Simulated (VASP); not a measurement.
ZnSe: single point with LDA

ZnSe:

```
Zn Se
1.0
     0.00000    2.83244    2.83244
     2.83244    0.00000    2.83244
     2.83244    2.83244    0.00000
Zn Se
1 1
Direct
  0.00000 0.00000 0.00000
  0.25000 0.25000 0.25000
```

```
Program             : VASP 6.6.1
Task                : single point
Functional          : LDA
Potentials or basis : VASP PAW LDA potentials, release 64 (Zn, Se)
Cutoff              : 500 eV
k mesh              : 6 × 6 × 6
Occupations         : gaussian, width 0.1 eV
Spin                : no spin polarisation
```

```
Pressure               : -3.0 GPa
Band gap on the k mesh : 1.07 eV, direct
```

Levels at points of the mesh, in eV from the valence-band top:
```tsv
k point	band 6	band 7	band 8	band 9	band 10	band 11	band 12	band 13
(0.00, 0.00, 0.00)	-6.33	0.00	0.00	0.00	1.07	5.70	5.70	5.70
(0.50, 0.00, 0.00)	-6.17	-5.30	-0.88	-0.88	2.37	6.28	6.28	8.35
(0.50, 0.50, 0.00)	-6.14	-4.84	-2.21	-2.21	2.80	3.32	10.53	11.09
```

Wall time 13 s on 1 thread of Intel(R) Xeon(R) Platinum 8259CL CPU @ 2.50GHz (Skylake/Cascade Lake), with other jobs on the host, peak memory 0.15 GiB.

Expect the measured gap to be larger: semilocal functionals such as LDA lack the derivative discontinuity.
